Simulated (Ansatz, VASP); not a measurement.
Si5Ge2: VASP beside Ansatz

Contents of INCAR:

```
SYSTEM = Si5Ge2
PREC = Accurate
ENCUT = 500
EDIFF = 1E-6
ISMEAR = 0
SIGMA = 0.1
LREAL = .FALSE.
LASPH = .TRUE.
NELM = 120
ALGO = Normal
ISIF = 2
LWAVE = .FALSE.
LCHARG = .TRUE.
GGA = PE
LELF = .TRUE.
LVHAR = .TRUE.
NBANDS = 33
GGA_COMPAT = .FALSE.
```

File KPOINTS:

```
Automatic mesh
0
G
  3 3 3
  0 0 0
```

The input POSCAR:

```
Si5Ge2
1.0
    3.2908328061      1.8999632065      4.3324306028
   -3.2908328061      1.8999632065      4.3324306028
    0.0000000000     -3.7999264129      4.3324306028
Si Ge
5 2
Direct
    0.1150475307      0.1150475307      0.1150475307
    0.8849524693      0.8849524693      0.8849524693
    0.7195908137      0.0000000000      0.2804091863
    0.2804091863      0.7195908137      0.0000000000
    0.0000000000      0.2804091863      0.7195908137
    0.6990692582      0.6990692582      0.6990692582
    0.3009307418      0.3009307418      0.3009307418
```

Input for Ansatz:

```yaml
crystal:
  lattice:
    - [3.2908328061, 1.8999632065, 4.3324306028]
    - [-3.2908328061, 1.8999632065, 4.3324306028]
    - [0.0, -3.7999264129, 4.3324306028]
  atoms:
    - { symbol: Si, position: [0.1150475307, 0.1150475307, 0.1150475307] }
    - { symbol: Si, position: [0.8849524693, 0.8849524693, 0.8849524693] }
    - { symbol: Si, position: [0.7195908137, 0.0, 0.2804091863] }
    - { symbol: Si, position: [0.2804091863, 0.7195908137, 0.0] }
    - { symbol: Si, position: [0.0, 0.2804091863, 0.7195908137] }
    - { symbol: Ge, position: [0.6990692582, 0.6990692582, 0.6990692582] }
    - { symbol: Ge, position: [0.3009307418, 0.3009307418, 0.3009307418] }
basis:
  ecutwfc: 420
kpoints:
  mp_grid: { grid: [3, 3, 3] }
hamiltonian:
  xc: pbe
scf:
  occupations: { method: gaussian, width: 0.1 }
  lower_state_search: "off"
output:
  forces: true
  stress: true
  eigenvalues: true
```

Alike in both runs: task single point; functional PBE; k mesh 3 × 3 × 3; occupations gaussian, width 0.1 eV; no spin polarisation.

|  | VASP | Ansatz |
| --- | --- | --- |
| version | VASP 6.6.1 | Ansatz 0.2.0 |
| potentials or method | VASP PAW PBE potentials, release 64 (Si, Ge_d), cutoff 500 eV | scalar-relativistic, plane waves, PAW |
| valence electrons in the cell | 48 | 48 |

Ansatz gave:

| Item | Value |
| --- | --- |
| gap on the k mesh at the Fermi level (eV) | 0.93 |
| least direct gap on the mesh (eV) | 1.57 |
| pressure (GPa) | 0.1 |
| traceless stress, the component that is largest in VASP (GPa) | 0.22 |
| rms of the force components (eV/Å) | 0.006 |

Task: What did VASP give for the same quantities?

Result: gap on the k mesh at the Fermi level (eV): 0.93; least direct gap on the mesh (eV): 1.57; pressure (GPa): 0.0; traceless stress, the component that is largest in VASP (GPa): 0.21; rms of the force components (eV/Å): 0.007.

Atom by atom the forces differ by 0.002 eV/Å (rms over components).
